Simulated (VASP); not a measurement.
# MgH2 (P4_2/mnm) in VASP: notebook

MgH2 is run at these levels: r2SCAN; tasks: single point.

All numbers are computed with VASP 6.6.1; they aren't measurements. Logs are shortened: lines on timing, memory, paths and dates and some standing lists are left out, and cuts for length are marked.

### Step 1. The cell of the first run

It takes space group P4_2/mnm (No. 136, tetragonal). Conventional cell: a = 4.517 Å, b = 4.517 Å, c = 3.021 Å, α = 90.00°, β = 90.00°, γ = 90.00°. Within 2.6 Å of Mg (site symmetry mmm) lie 6 H at 1.95 Å. Within 2.6 Å of H (site symmetry m2m) lie 3 Mg at 1.95 Å and 1 H at 2.48 Å.

### Step 2. Single point, r2SCAN

Contents of POSCAR:

```
MgH2
1.0
    4.5168000000      0.0000000000      0.0000000000
    0.0000000000      4.5168000000      0.0000000000
    0.0000000000      0.0000000000      3.0205000000
Mg H
2 4
Direct
    0.0000000000      0.0000000000      0.0000000000
    0.5000000000      0.5000000000      0.5000000000
    0.3060000000      0.3060000000      0.0000000000
    0.1940000000      0.8060000000      0.5000000000
    0.6940000000      0.6940000000      0.0000000000
    0.8060000000      0.1940000000      0.5000000000
```

Contents of INCAR.step1:

```
SYSTEM = MgH2
PREC     = Accurate       ! precision mode
ENCUT    = 660            ! plane-wave cutoff, eV
ISMEAR   = 0              ! smearing method
SIGMA    = 0.1            ! smearing width, eV
LREAL    = .FALSE.        ! projectors in reciprocal space
LASPH    = .TRUE.         ! aspherical terms in the spheres
NELM     = 120            ! most SCF steps
NBANDS   = 13             ! bands
GGA      = PE             ! functional
ALGO     = Normal         ! electronic algorithm
EDIFF    = 1E-5           ! SCF threshold, eV
LWAVE    = .TRUE.         ! write WAVECAR
LCHARG   = .FALSE.        ! write CHGCAR
GGA_COMPAT= .FALSE.
```

Contents of INCAR.step2:

```
SYSTEM = MgH2
PREC     = Accurate       ! precision mode
ENCUT    = 660            ! plane-wave cutoff, eV
EDIFF    = 1E-6           ! SCF threshold, eV
ISMEAR   = 0              ! smearing method
SIGMA    = 0.1            ! smearing width, eV
LREAL    = .FALSE.        ! projectors in reciprocal space
LASPH    = .TRUE.         ! aspherical terms in the spheres
NELM     = 120            ! most SCF steps
ALGO     = Normal         ! electronic algorithm
ISIF     = 2              ! what is computed and relaxed
LWAVE    = .FALSE.        ! write WAVECAR
LCHARG   = .TRUE.         ! write CHGCAR
METAGGA  = R2SCAN         ! meta-GGA
LMIXTAU  = .TRUE.       
LELF     = .TRUE.         ! ELF
LVHAR    = .TRUE.       
NBANDS   = 13             ! bands
ISTART   = 1            
GGA_COMPAT= .FALSE.
```

Contents of KPOINTS:

```
Automatic mesh
0
G
  4 4 6
  0 0 0
```

Potentials or basis: VASP PAW PBE potentials, release 64 (Mg, H).

Run with:

```
> cat potpaw_PBE.64/Mg/POTCAR potpaw_PBE.64/H/POTCAR > POTCAR
> cp INCAR.step1 INCAR
> mpirun -np 1 vasp_std > vasp.out
> cp INCAR.step2 INCAR
> mpirun -np 1 vasp_std > vasp.out
```

OUTCAR:

```text
SYSTEM = MgH2
   PREC = Accurate
   ENCUT = 660
   EDIFF = 1E-6
   ISMEAR = 0
   LREAL = .FALSE.
   LASPH = .TRUE.
   NELM = 120
   ISIF = 2
   METAGGA = R2SCAN
   ISTART = 1

 ion  position               nearest neighbor table
   1  0.000  0.000  0.000-   4 1.95   6 1.95   4 1.95   6 1.95   5 1.95   3 1.95   2 3.53   2 3.53
                             2 3.53   2 3.53   2 3.53   2 3.53   2 3.53   2 3.53
   2  0.500  0.500  0.500-   3 1.95   5 1.95   3 1.95   5 1.95   4 1.95   6 1.95   1 3.53   1 3.53
                             1 3.53   1 3.53   1 3.53   1 3.53   1 3.53   1 3.53
   3  0.306  0.306  0.000-   2 1.95   2 1.95   1 1.95
   4  0.194  0.806  0.500-   1 1.95   1 1.95   2 1.95
   5  0.694  0.694  0.000-   2 1.95   2 1.95   1 1.95
   6  0.806  0.194  0.500-   1 1.95   1 1.95   2 1.95

  LATTYP: Found a simple tetragonal cell.
 ALAT       =     4.5168000000
 C/A-ratio  =     0.6687256465

  Lattice vectors:

 A1 = (   4.5168000000,   0.0000000000,   0.0000000000)
 A2 = (   0.0000000000,   4.5168000000,   0.0000000000)
 A3 = (   0.0000000000,   0.0000000000,   3.0205000000)

Analysis of symmetry for initial positions (statically):
=====================================================================
 Subroutine PRICEL returns:
 Original cell was already a primitive cell.

 Routine SETGRP: Setting up the symmetry group for a
 simple tetragonal supercell.

 Subroutine GETGRP returns: Found 16 space group operations
 (whereof  8 operations were pure point group operations)
 out of a pool of 16 trial point group operations.

The static configuration has the point symmetry D_2h.
 The point group associated with its full space group is D_4h.

Analysis of symmetry for dynamics (positions and initial velocities):
=====================================================================
 Subroutine PRICEL returns:
 Original cell was already a primitive cell.

 Routine SETGRP: Setting up the symmetry group for a
 simple tetragonal supercell.

 Subroutine GETGRP returns: Found 16 space group operations
 (whereof  8 operations were pure point group operations)
 out of a pool of 16 trial point group operations.

The dynamic configuration has the point symmetry D_2h.
 The point group associated with its full space group is D_4h.

 Subroutine INISYM returns: Found 16 space group operations
 (whereof  8 operations are pure point group operations),
 and found     1 'primitive' translations

----------------------------------------------------------------------------------------

                                     Primitive cell

  volume of cell :      61.6227

  direct lattice vectors                    reciprocal lattice vectors
     4.516800000  0.000000000  0.000000000     0.221395678  0.000000000  0.000000000
     0.000000000  4.516800000  0.000000000     0.000000000  0.221395678  0.000000000
     0.000000000  0.000000000  3.020500000     0.000000000  0.000000000  0.331071015

  length of vectors
     4.516800000  4.516800000  3.020500000     0.221395678  0.221395678  0.331071015

  position of ions in fractional coordinates (direct lattice)
     0.000000000  0.000000000  0.000000000
     0.500000000  0.500000000  0.500000000
     0.306000000  0.306000000  0.000000000
     0.194000000  0.806000000  0.500000000
     0.694000000  0.694000000  0.000000000
     0.806000000  0.194000000  0.500000000

  ion indices of the primitive-cell ions
   primitive index   ion index
                 1           1
                 2           2
                 3           3
                 4           4
                 5           5
                 6           6

----------------------------------------------------------------------------------------

 KPOINTS: Automatic mesh

Automatic generation of k-mesh.
 Grid dimensions read from file:
 generate k-points for:    4    4    6

 Generating k-lattice:

  Cartesian coordinates                     Fractional coordinates (reciprocal lattice)
     0.055348920  0.000000000  0.000000000     0.250000000  0.000000000  0.000000000
     0.000000000  0.055348920  0.000000000     0.000000000  0.250000000  0.000000000
     0.000000000  0.000000000  0.055178502     0.000000000  0.000000000  0.166666667

  Length of vectors
     0.055348920  0.055348920  0.055178502

  Shift w.r.t. Gamma in fractional coordinates (k-lattice)
     0.000000000  0.000000000  0.000000000

 Subroutine IBZKPT returns following result:
 ===========================================

 Found     24 irreducible k-points:

 Following reciprocal coordinates:
            Coordinates               Weight
  0.000000  0.000000  0.000000      1.000000
  0.250000  0.000000  0.000000      4.000000
  0.500000  0.000000  0.000000      2.000000
  0.250000  0.250000  0.000000      4.000000
  0.500000  0.250000  0.000000      4.000000
  0.500000  0.500000  0.000000      1.000000
[... 16 lines left out ...]
  0.500000  0.250000  0.500000      4.000000
  0.500000  0.500000  0.500000      1.000000
   k-points           NKPTS =     24   k-points in BZ     NKDIM =     24   number of bands    NBANDS=     13
   number of dos      NEDOS =    301   number of ions     NIONS =      6
   total plane-waves  NPLWV =  44800
   dimension x,y,z NGX =    40 NGY =   40 NGZ =   28
   dimension x,y,z NGXF=    80 NGYF=   80 NGZF=   56
   ions per type =               2   4
   NGX,Y,Z   is equivalent  to a cutoff of  14.72, 14.72, 15.41 a.u.
   NGXF,Y,Z  is equivalent  to a cutoff of  29.44, 29.44, 30.82 a.u.
 SYSTEM =  MgH2
   PREC   = accura    normal or accurate (medium, high low for compatibility)
   ISTART =      1    job   : 0-new  1-cont  2-samecut
   ICHARG =      0    charge: 1-file 2-atom 10-const
   ISPIN  =      1    spin polarized calculation?
   LNONCOLLINEAR =      F non collinear calculations
   LSORBIT =      F    spin-orbit coupling
   LASPH  =      T    aspherical Exc in radial PAW
   ENCUT  =  660.0 eV  48.51 Ry    6.96 a.u.   9.46  9.46  6.33*2*pi/ulx,y,z
   NELM   =    120;   NELMIN=  2; NELMDL=  0     # of ELM steps
   EDIFF  = 0.1E-05   stopping-criterion for ELM
   LREAL  =      F    real-space projection
   EDIFFG = 0.1E-04   stopping-criterion for IOM
   NSW    =      0    number of steps for IOM
   IBRION =     -1    ionic relax: 0-MD 1-quasi-New 2-CG
   NFREE  =      0    steps in history (QN), initial steepest desc. (CG)
   ISIF   =      2    stress and relaxation
   ISYM   =      2    0-nonsym 1-usesym 2-fastsym
   POTIM  = 0.5000    time-step for ionic-motion
   TEBEG  =    0.0;   TEEND  =   0.0 temperature during run
   PSTRESS=    0.0 pullay stress
   NELECT =       8.0000    total number of electrons
   NUPDOWN=      -1.0000    fix difference up-down
   EMIN   =  10.00;   EMAX   =-10.00  energy-range for DOS
   EFERMI =   0.00;   METHOD = LEGACY
   ISMEAR =     0;   SIGMA  =   0.10  broadening in eV -4-tet -1-fermi 0-gaus
   EFERMI_NEDOS =   21; number of points for ismear=-14 and -15
   IALGO  =     38    algorithm
   IMIX   =      4    mixing-type and parameters
     AMIX     =   0.40;   BMIX     =  1.00
     AMIX_MAG =   1.60;   BMIX_MAG =  1.00
  volume/ion in A,a.u.               =      10.27        69.31
  Fermi-wavevector in a.u.,A,eV,Ry     =   0.828943  1.566475  9.349194  0.687146
  Thomas-Fermi vector in A             =   1.941405
   LORBIT       =      0    0 simple, 1 ext, 2 COOP (PROOUT), +10 PAW based schemes
   METAGGA = R2SCAN    functional components
   LHFCALC =     F    Hartree Fock is set to
   AEXX    =    0.0000 exact exchange contribution
   IVDW    =     0    specifies the selected vdW correction
   LEPSILON=     F    determine dielectric tensor
   LRPA    =     F    only Hartree local field effects (RPA)
 non-spin polarized calculation
 Gauss-broadening in eV      SIGMA  =   0.10
  energy-cutoff  :      660.00
  volume of cell :       61.62
 maximum number of plane-waves:      2393
 NGX is ok and might be reduce to    40
   NGX = 19   NGY = 19   NGZ = 13

 number of electron       7.9999997 magnetization

 Free energy of the ion-electron system (eV)
  ---------------------------------------------------
  ext. energy  EPLUGINS =         0.00000000
  ---------------------------------------------------
  free energy    TOTEN  =       -23.72233664 eV

  energy without entropy =      -23.72233664  energy(sigma->0) =      -23.72233664

 E-fermi :  -0.5012     XC(G=0):  -8.6630

 val. band max:       -0.9689443882   @ k =   0.2500   0.0000   0.0000
 cond. band min:       3.5747052230   @ k =   0.5000   0.5000   0.5000
 fundamental gap:      4.5436496112
 Fermi energy:        -0.5011550841

 k-point     1 :       0.0000    0.0000    0.0000
  band No.  band energies     occupation
      1      -7.4159      2.00000
      2      -2.3584      2.00000
      3      -2.3584      2.00000
      4      -1.3687      2.00000
      5       4.3452      0.00000
      6       4.7830      0.00000
      7       8.9167      0.00000
      8       8.9167      0.00000
      9      10.7759      0.00000
     10      11.0238      0.00000
     11      12.3241      0.00000
     12      15.2487      0.00000
     13      15.2487      0.00000

 k-point     2 :       0.2500    0.0000    0.0000
  band No.  band energies     occupation
      1      -6.9930      2.00000
      2      -3.9078      2.00000
      3      -2.0880      2.00000
      4      -0.9689      2.00000
      5       4.4105      0.00000
      6       6.1453      0.00000
      7       6.8561      0.00000
      8       9.9343      0.00000
      9      11.4245      0.00000
     10      12.9548      0.00000
     11      13.4862      0.00000
[... 339 lines left out ...]
 k-point    24 :       0.5000    0.5000    0.5000
  band No.  band energies     occupation
      1      -2.8654      2.00000
      2      -2.8654      2.00000
      3      -1.8688      2.00000
      4      -1.8688      2.00000
      5       3.5747      0.00000
      6       3.5747      0.00000
      7       3.8065      0.00000
      8       3.8065      0.00000
      9      12.9478      0.00000
     10      12.9478      0.00000
     11      14.1910      0.00000
     12      14.1910      0.00000
     13      16.3413      0.00000

------------------------ aborting loop because EDIFF is reached ----------------------------------------

  FORCE on cell =-STRESS in cart. coord.  units (eV):
  Direction    XX          YY          ZZ          XY          YZ          ZX
  --------------------------------------------------------------------------------------
  -------------------------------------------------------------------------------------
  Total       -0.4840552     -0.4840552     -0.6933832      0.0000000      0.0000000      0.0000000
  in kB      -12.5853391    -12.5853391    -18.0278241      0.0000000      0.0000000      0.0000000
  external PRESSURE =     -14.3995007 kB  Pullay stress =       0.0000000 kB

 VOLUME and BASIS-vectors are now :
 -----------------------------------------------------------------------------
  energy-cutoff  :      660.00
  volume of cell :       61.62
      direct lattice vectors                 reciprocal lattice vectors
     4.516800000  0.000000000  0.000000000     0.221395678  0.000000000  0.000000000
     0.000000000  4.516800000  0.000000000     0.000000000  0.221395678  0.000000000
     0.000000000  0.000000000  3.020500000     0.000000000  0.000000000  0.331071015

 POSITION                                       TOTAL-FORCE (eV/Angst)
 -----------------------------------------------------------------------------------
      0.00000      0.00000      0.00000         0.000000      0.000000      0.000000
      2.25840      2.25840      1.51025         0.000000      0.000000      0.000000
      1.38214      1.38214      0.00000        -0.029643     -0.029643      0.000000
      0.87626      3.64054      1.51025         0.029643     -0.029643      0.000000
      3.13466      3.13466      0.00000         0.029643      0.029643      0.000000
      3.64054      0.87626      1.51025        -0.029643      0.029643      0.000000
 -----------------------------------------------------------------------------------
    total drift:                                0.000000      0.000000      0.000000

  FREE ENERGIE OF THE ION-ELECTRON SYSTEM (eV)
  ---------------------------------------------------
  free  energy   TOTEN  =       -23.7223366416 eV

  energy  without entropy=      -23.7223366416  energy(sigma->0) =      -23.72233664
```

Run time: 45 s. Hardware: 1 thread of Intel Xeon 6975P-C (Granite Rapids), shared host; peak memory 0.21 GiB.

Results:

| Property | Result |
| --- | --- |
| Free energy | -23.7223 eV |
| Pressure | -1.4 GPa |
| Largest force | 0.042 eV/Å |
| Band gap on the k mesh | 4.54 eV (least direct gap 5.31 eV) |

Forces in eV/Å, atoms in the order of the input:
```
Mg   0.000  0.000  0.000
Mg   0.000  0.000  0.000
H   -0.030 -0.030  0.000
H    0.030 -0.030  0.000
H    0.030  0.030  0.000
H   -0.030  0.030  0.000
```

Caveat: the PAW data sets were made with another functional, which shifts forces and pressure a little. A k mesh can miss the band edges.

### Step 3. Single point, r2SCAN

This run uses another cell than the first one, of 10.05 Å³/atom.

Contents of POSCAR:

```
MgH2
1.0
    4.4852620636      0.0000000000      0.0000000000
    0.0000000000      4.4852620636      0.0000000000
    0.0000000000      0.0000000000      2.9958896467
Mg H
2 4
Direct
    0.0000000000      0.0000000000      0.0000000000
    0.5000000000      0.5000000000      0.5000000000
    0.3046997464      0.3046997464      0.0000000000
    0.1953002536      0.8046997464      0.5000000000
    0.6953002536      0.6953002536      0.0000000000
    0.8046997464      0.1953002536      0.5000000000
```

Contents of INCAR.step1:

```
PREC     = Accurate       # precision mode
ENCUT    = 660            # plane-wave cutoff, eV
ISMEAR   = 0              # smearing method
SIGMA    = 0.02           # smearing width, eV
LREAL    = False          # projectors in reciprocal space
LASPH    = True           # aspherical terms in the spheres
NELM     = 120            # most SCF steps
NBANDS   = 13             # bands
GGA      = PE             # functional
ALGO     = Normal         # electronic algorithm
EDIFF    = 1E-5           # SCF threshold, eV
LWAVE    = True           # write WAVECAR
LCHARG   = False          # write CHGCAR
GGA_COMPAT= False
```

Contents of INCAR.step2:

```
PREC     = Accurate       # precision mode
ENCUT    = 660            # plane-wave cutoff, eV
EDIFF    = 1E-6           # SCF threshold, eV
ISMEAR   = 0              # smearing method
SIGMA    = 0.02           # smearing width, eV
LREAL    = False          # projectors in reciprocal space
LASPH    = True           # aspherical terms in the spheres
NELM     = 120            # most SCF steps
ALGO     = Normal         # electronic algorithm
ISIF     = 2              # what is computed and relaxed
LWAVE    = False          # write WAVECAR
LCHARG   = False          # write CHGCAR
METAGGA  = R2SCAN         # meta-GGA
LMIXTAU  = True         
NBANDS   = 13             # bands
ISTART   = 1            
GGA_COMPAT= False
```

Contents of KPOINTS:

```
Automatic mesh
0
Gamma
  6 6 8
```

Potentials or basis: VASP PAW PBE potentials, release 64 (Mg, H).

Run with:

```
> cat potpaw_PBE.64/Mg/POTCAR potpaw_PBE.64/H/POTCAR > POTCAR
> cp INCAR.step1 INCAR
> mpirun -np 1 vasp_std > vasp.out
> cp INCAR.step2 INCAR
> mpirun -np 1 vasp_std > vasp.out
```

Wall time 79 s (1 thread of Intel Xeon 6975P-C (Granite Rapids), shared host); peak memory 0.23 GiB.

It converged, with:

```yaml
Free_energy: -23.7311 eV
Pressure: -0.3 GPa
Band_gap_on_the_k_mesh: 4.46 eV (least direct gap 5.25 eV)
```

Stress tensor (GPa, compression positive):
```
-0.28  0.00  0.00
 0.00 -0.28  0.00
 0.00  0.00 -0.36
```

Levels at points of the mesh, in eV from the valence-band top:
| k point | band 1 | band 2 | band 3 | band 4 | band 5 | band 6 | band 7 | band 8 | band 9 |
| --- | --- | --- | --- | --- | --- | --- | --- | --- | --- |
| (0.00, 0.00, 0.00) | -6.59 | -1.47 | -1.47 | -0.39 | 5.26 | 5.73 | 9.98 | 9.98 | 11.85 |
| (0.50, 0.00, 0.00) | -4.91 | -4.91 | -0.51 | -0.51 | 5.99 | 5.99 | 10.90 | 10.90 | 12.87 |
| (0.50, 0.50, 0.00) | -3.79 | -3.79 | -2.77 | -2.77 | 9.86 | 9.86 | 9.95 | 9.95 | 14.36 |
| (0.00, 0.00, 0.50) | -3.07 | -3.07 | -0.10 | -0.10 | 7.14 | 7.14 | 7.54 | 7.54 | 9.58 |
| (0.50, 0.00, 0.50) | -2.33 | -2.33 | -1.06 | -1.06 | 5.82 | 5.82 | 7.52 | 7.52 | 9.49 |
| (0.50, 0.50, 0.50) | -1.94 | -1.94 | -0.97 | -0.97 | 4.57 | 4.57 | 4.75 | 4.75 | 14.11 |

Caveat: the PAW data sets were made with another functional, which shifts forces and pressure a little. A k mesh can miss the band edges.
